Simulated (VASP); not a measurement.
# KMgF3 (Pm-3m) in VASP: a series of runs

The runs below take KMgF3 through single point, relaxation of cell and atoms, with PBE.

Program: VASP 6.6.1. These are calculated values, not measurements. Logs are shortened: lines on timing, memory, paths and dates and some standing lists are left out, and cuts for length are marked.

### 1 The cell of the first run

The structure is cubic, space group Pm-3m (No. 221). Conventional cell: a = 4.053 Å, b = 4.053 Å, c = 4.053 Å, α = 90.00°, β = 90.00°, γ = 90.00°. K (site symmetry m-3m) has 12 F at 2.87 Å and 8 Mg at 3.51 Å within 3.8 Å. Mg (site symmetry m-3m) has 6 F at 2.03 Å within 2.7 Å. F (site symmetry 4/mmm) has 2 Mg at 2.03 Å within 2.7 Å.

### 2 Single point, PBE

INCAR reads:

```
SYSTEM = KMgF3
PREC = Accurate
ENCUT = 600
EDIFF = 1E-6
ISMEAR = 0
SIGMA = 0.02
LREAL = .FALSE.
LASPH = .TRUE.
NELM = 120
ALGO = Normal
ISIF = 2
LWAVE = .FALSE.
LCHARG = .FALSE.
GGA = PE
NBANDS = 24
GGA_COMPAT = .FALSE.
```

KPOINTS reads:

```
Automatic mesh
0
G
  6 6 6
  0 0 0
```

POSCAR reads:

```
KMgF3
1.0
    4.0533263716      0.0000000000      0.0000000000
    0.0000000000      4.0533263716      0.0000000000
    0.0000000000      0.0000000000      4.0533263716
K Mg F
1 1 3
Direct
    0.5000000000      0.5000000000      0.5000000000
    0.0000000000      0.0000000000      0.0000000000
    0.0000000000      0.5000000000      0.0000000000
    0.0000000000      0.0000000000      0.5000000000
    0.5000000000      0.0000000000      0.0000000000
```

Potentials or basis: VASP PAW PBE potentials, release 64 (K_sv, Mg, F).

The run is started by

```console
$ cat potpaw_PBE.64/K_sv/POTCAR potpaw_PBE.64/Mg/POTCAR potpaw_PBE.64/F/POTCAR > POTCAR
$ mpirun -np 1 vasp_std > vasp.out
```

OUTCAR:

```text
SYSTEM = KMgF3
   PREC = Accurate
   ENCUT = 600
   EDIFF = 1E-6
   ISMEAR = 0
   LREAL = .FALSE.
   LASPH = .TRUE.
   NELM = 120
   ISIF = 2
   GGA = PE

 ion  position               nearest neighbor table
   1  0.500  0.500  0.500-   2 3.51   2 3.51   2 3.51   2 3.51   2 3.51   2 3.51   2 3.51   2 3.51

   2  0.000  0.000  0.000-   3 2.03   4 2.03   5 2.03   4 2.03   3 2.03   5 2.03   1 3.51   1 3.51
                             1 3.51   1 3.51   1 3.51   1 3.51   1 3.51   1 3.51
   3  0.000  0.500  0.000-   2 2.03   2 2.03
   4  0.000  0.000  0.500-   2 2.03   2 2.03
   5  0.500  0.000  0.000-   2 2.03   2 2.03

  LATTYP: Found a simple cubic cell.
 ALAT       =     4.0533263716

  Lattice vectors:

 A1 = (   4.0533263716,   0.0000000000,   0.0000000000)
 A2 = (   0.0000000000,   4.0533263716,   0.0000000000)
 A3 = (   0.0000000000,   0.0000000000,   4.0533263716)

Analysis of symmetry for initial positions (statically):
=====================================================================
 Subroutine PRICEL returns:
 Original cell was already a primitive cell.

 Routine SETGRP: Setting up the symmetry group for a
 simple cubic supercell.

 Subroutine GETGRP returns: Found 48 space group operations
 (whereof 48 operations were pure point group operations)
 out of a pool of 48 trial point group operations.

The static configuration has the point symmetry O_h .

Analysis of symmetry for dynamics (positions and initial velocities):
=====================================================================
 Subroutine PRICEL returns:
 Original cell was already a primitive cell.

 Routine SETGRP: Setting up the symmetry group for a
 simple cubic supercell.

 Subroutine GETGRP returns: Found 48 space group operations
 (whereof 48 operations were pure point group operations)
 out of a pool of 48 trial point group operations.

The dynamic configuration has the point symmetry O_h .

 Subroutine INISYM returns: Found 48 space group operations
 (whereof 48 operations are pure point group operations),
 and found     1 'primitive' translations

----------------------------------------------------------------------------------------

                                     Primitive cell

[... 81 lines left out ...]
 SYSTEM =  KMgF3
   PREC   = accura    normal or accurate (medium, high low for compatibility)
   ISTART =      0    job   : 0-new  1-cont  2-samecut
   ICHARG =      2    charge: 1-file 2-atom 10-const
   ISPIN  =      1    spin polarized calculation?
   LNONCOLLINEAR =      F non collinear calculations
   LSORBIT =      F    spin-orbit coupling
   LASPH  =      T    aspherical Exc in radial PAW
   ENCUT  =  600.0 eV  44.10 Ry    6.64 a.u.   8.10  8.10  8.10*2*pi/ulx,y,z
   NELM   =    120;   NELMIN=  2; NELMDL= -5     # of ELM steps
   EDIFF  = 0.1E-05   stopping-criterion for ELM
   LREAL  =      F    real-space projection
[... 7 lines left out ...]
   TEBEG  =    0.0;   TEEND  =   0.0 temperature during run
   PSTRESS=    0.0 pullay stress
   NELECT =      32.0000    total number of electrons
   NUPDOWN=      -1.0000    fix difference up-down
   EMIN   =  10.00;   EMAX   =-10.00  energy-range for DOS
   EFERMI =   0.00;   METHOD = LEGACY
   ISMEAR =     0;   SIGMA  =   0.02  broadening in eV -4-tet -1-fermi 0-gaus
   EFERMI_NEDOS =   21; number of points for ismear=-14 and -15
   IALGO  =     38    algorithm
   IMIX   =      4    mixing-type and parameters
     AMIX     =   0.40;   BMIX     =  1.00
     AMIX_MAG =   1.60;   BMIX_MAG =  1.00
  volume/ion in A,a.u.               =      13.32        89.88
  Fermi-wavevector in a.u.,A,eV,Ry     =   1.282271  2.423141 22.370966  1.644220
  Thomas-Fermi vector in A             =   2.414593
   LORBIT       =      0    0 simple, 1 ext, 2 COOP (PROOUT), +10 PAW based schemes
   GGA     = PE    functional components
   LHFCALC =     F    Hartree Fock is set to
   AEXX    =    0.0000 exact exchange contribution
   IVDW    =     0    specifies the selected vdW correction
   LEPSILON=     F    determine dielectric tensor
   LRPA    =     F    only Hartree local field effects (RPA)
 non-spin polarized calculation
 Gauss-broadening in eV      SIGMA  =   0.02
  energy-cutoff  :      600.00
  volume of cell :       66.59
 maximum number of plane-waves:      2272
   NGX = 17   NGY = 17   NGZ = 17

 number of electron      32.0000043 magnetization

 Free energy of the ion-electron system (eV)
  ---------------------------------------------------
  ext. energy  EPLUGINS =         0.00000000
  ---------------------------------------------------
  free energy    TOTEN  =       -24.45723778 eV

  energy without entropy =      -24.45723778  energy(sigma->0) =      -24.45723778

 E-fermi :  -1.7489     XC(G=0):  -9.4368

 val. band max:       -1.8504618246   @ k =   0.5000   0.5000   0.5000
 cond. band min:       5.0851819728   @ k =   0.0000   0.0000   0.0000
 fundamental gap:      6.9356437974
 Fermi energy:        -1.7488940119

 k-point     1 :       0.0000    0.0000    0.0000
  band No.  band energies     occupation
      1     -27.6068      2.00000
      2     -21.8400      2.00000
      3     -21.2502      2.00000
      4     -21.2502      2.00000
      5     -11.0925      2.00000
      6     -11.0925      2.00000
[... 529 lines left out ...]
     23      12.6409      0.00000
     24      12.8164      0.00000

------------------------ aborting loop because EDIFF is reached ----------------------------------------

  FORCE on cell =-STRESS in cart. coord.  units (eV):
  Direction    XX          YY          ZZ          XY          YZ          ZX
  --------------------------------------------------------------------------------------
  -------------------------------------------------------------------------------------
  Total       -0.2042833     -0.2042833     -0.2042833      0.0000000      0.0000000     -0.0000000
  in kB       -4.9148329     -4.9148329     -4.9148329      0.0000000      0.0000000     -0.0000000
  external PRESSURE =      -4.9148329 kB  Pullay stress =       0.0000000 kB

 VOLUME and BASIS-vectors are now :
 -----------------------------------------------------------------------------
  energy-cutoff  :      600.00
  volume of cell :       66.59
      direct lattice vectors                 reciprocal lattice vectors
     4.053326372  0.000000000  0.000000000     0.246710950  0.000000000  0.000000000
     0.000000000  4.053326372  0.000000000     0.000000000  0.246710950  0.000000000
     0.000000000  0.000000000  4.053326372     0.000000000  0.000000000  0.246710950

 POSITION                                       TOTAL-FORCE (eV/Angst)
 -----------------------------------------------------------------------------------
      2.02666      2.02666      2.02666         0.000000      0.000000      0.000000
      0.00000      0.00000      0.00000         0.000000      0.000000      0.000000
      0.00000      2.02666      0.00000         0.000000      0.000000      0.000000
      0.00000      0.00000      2.02666         0.000000      0.000000      0.000000
      2.02666      0.00000      0.00000         0.000000      0.000000      0.000000
 -----------------------------------------------------------------------------------
    total drift:                                0.000000      0.000000     -0.000000

  FREE ENERGIE OF THE ION-ELECTRON SYSTEM (eV)
  ---------------------------------------------------
  free  energy   TOTEN  =       -24.4572377781 eV

  energy  without entropy=      -24.4572377781  energy(sigma->0) =      -24.45723778
```

OSZICAR:

```text
N       E                     dE             d eps       ncg     rms          rms(c)
DAV:   1     0.245981725503E+03    0.24598E+03   -0.18475E+04   976   0.142E+03
DAV:   2    -0.133983498617E+02   -0.25938E+03   -0.24789E+03  1280   0.358E+02
DAV:   3    -0.260306271189E+02   -0.12632E+02   -0.12554E+02  1320   0.742E+01
DAV:   4    -0.266708963930E+02   -0.64027E+00   -0.64020E+00  1280   0.972E+00
DAV:   5    -0.266750396711E+02   -0.41433E-02   -0.41432E-02  1272   0.848E-01    0.894E+00
DAV:   6    -0.244691806313E+02    0.22059E+01   -0.73487E+00  1168   0.187E+01    0.385E+00
DAV:   7    -0.244596963195E+02    0.94843E-02   -0.20893E-01  1128   0.275E+00    0.227E+00
DAV:   8    -0.244568772790E+02    0.28190E-02   -0.71241E-02  1192   0.249E+00    0.282E-01
DAV:   9    -0.244569074399E+02   -0.30161E-04   -0.11914E-02  1256   0.754E-01    0.141E-01
DAV:  10    -0.244572613485E+02   -0.35391E-03   -0.95388E-04  1136   0.188E-01    0.875E-02
DAV:  11    -0.244572343280E+02    0.27021E-04   -0.11402E-04  1184   0.767E-02    0.372E-02
DAV:  12    -0.244572376003E+02   -0.32723E-05   -0.12263E-05  1048   0.257E-02    0.375E-03
DAV:  13    -0.244572377781E+02   -0.17779E-06   -0.10982E-06  1040   0.687E-03
   1 F= -.24457238E+02 E0= -.24457238E+02  d E =-.116656E-14
```

stdout:

```text
POSCAR found type information on POSCAR K MgF
 POSCAR found :  3 types and       5 ions
 scaLAPACK will be used
 LDA part: xc-table for (Slater+PW92), standard interpolation
 POSCAR, INCAR and KPOINTS ok, starting setup
 FFT: planning ... GRIDC
 FFT: planning ... GRID_SOFT
 FFT: planning ... GRID
 WAVECAR not read
 entering main loop
```

It took 21 s on 1 thread of Intel Xeon Platinum 8259CL at 2.50GHz (Skylake/Cascade Lake), shared host; peak memory 0.19 GiB.

What came out:

- Free energy: -24.4572 eV
- Pressure: -0.5 GPa
- Band gap on the k mesh: 6.94 eV (least direct gap 7.26 eV)

### 3 Relaxation of cell and atoms, PBE

This run uses another cell than the first one, of 12.59 Å³/atom.

INCAR reads:

```
PREC     = Accurate       # precision mode
ENCUT    = 600            # plane-wave cutoff, eV
EDIFF    = 1E-7           # SCF threshold, eV
ISMEAR   = 0              # smearing method
SIGMA    = 0.1            # smearing width, eV
LREAL    = False          # projectors in reciprocal space
LASPH    = True           # aspherical terms in the spheres
NELM     = 120            # most SCF steps
ALGO     = Normal         # electronic algorithm
ISIF     = 3              # what is computed and relaxed
LWAVE    = False          # write WAVECAR
LCHARG   = False          # write CHGCAR
GGA      = PE             # functional
IBRION   = 2              # ionic algorithm
NSW      = 90             # ionic steps
EDIFFG   = -0.04          # ionic threshold
GGA_COMPAT= False        
NELMIN   = 4
```

KPOINTS reads:

```
Automatic mesh
0
Gamma
  4 4 4
```

Changes to POSCAR since step 2:

```diff
@@ -2,5 +2,5 @@
 1.0
-    4.0533263716      0.0000000000      0.0000000000
-    0.0000000000      4.0533263716      0.0000000000
-    0.0000000000      0.0000000000      4.0533263716
+    3.9784682300      0.0000000000      0.0000000000
+    0.0000000000      3.9784682300      0.0000000000
+    0.0000000000      0.0000000000      3.9784682300
 K Mg F
```

Potentials or basis: VASP PAW PBE potentials, release 64 (K_sv, Mg, F).

The run is started by

```console
$ cat potpaw_PBE.64/K_sv/POTCAR potpaw_PBE.64/Mg/POTCAR potpaw_PBE.64/F/POTCAR > POTCAR
$ mpirun -np 1 vasp_std > vasp.out
```

Run time: 34 s. Hardware: 1 thread of Intel Xeon Platinum 8259CL at 2.50GHz (Skylake/Cascade Lake), shared host; peak memory 0.19 GiB.

The run converged. Its results:

```
Free energy                           : -24.4488 eV
Relaxed volume                        : 13.24 Å³/atom
Relaxed cell                          : a = 4.045 Å, b = 4.045 Å, c = 4.045 Å, α = 90.00°, β = 90.00°, γ = 90.00°
Space group after relaxing (to 0.1 Å) : Pm-3m (No. 221)
Energy gained by relaxing             : 7.1 meV/atom
Ionic steps                           : 3
Pressure after relaxing               : 0.0 GPa
Band gap on the k mesh                : 6.98 eV (least direct gap 7.30 eV)
```

Step by step:
| step | energy change (eV) | largest force (eV/Å) | pressure (GPa) | volume (Å³) |
| --- | --- | --- | --- | --- |
| 1 | 0.0000 | 0.0000 | 3.71 | 62.97 |
| 2 | -0.0346 | 0.0000 | 0.52 | 65.67 |
| 3 | -0.0354 | 0.0000 | -0.02 | 66.19 |

Final structure:
```cif
data_structure
_symmetry_space_group_name_H-M 'P 1'
_symmetry_Int_Tables_number 1
_cell_length_a 4.0451
_cell_length_b 4.0451
_cell_length_c 4.0451
_cell_angle_alpha 90.000
_cell_angle_beta 90.000
_cell_angle_gamma 90.000
_cell_volume 66.19
loop_
_atom_site_label
_atom_site_type_symbol
_atom_site_fract_x
_atom_site_fract_y
_atom_site_fract_z
_atom_site_occupancy
K1 K 0.50000 0.50000 0.50000 1
Mg1 Mg 0.00000 0.00000 0.00000 1
F1 F 0.00000 0.50000 0.00000 1
F2 F 0.00000 0.00000 0.50000 1
F3 F 0.50000 0.00000 0.00000 1
```

Levels at points of the mesh, in eV from the valence-band top:
```
           k point  band 13  band 14  band 15  band 16  band 17  band 18  band 19  band 20
(0.00, 0.00, 0.00)    -0.58    -0.32    -0.32    -0.32     6.98    10.02    10.02    12.12
(0.50, 0.00, 0.00)    -0.81    -0.80    -0.50    -0.50     9.84    10.00    11.00    12.60
(0.50, 0.50, 0.00)    -0.96    -0.86    -0.86    -0.02    10.65    11.48    12.22    12.22
(0.50, 0.50, 0.50)    -1.08     0.00     0.00     0.00    10.27    10.27    10.27    13.62
```

A k mesh can miss the band edges.

[end of part 1 of 2]
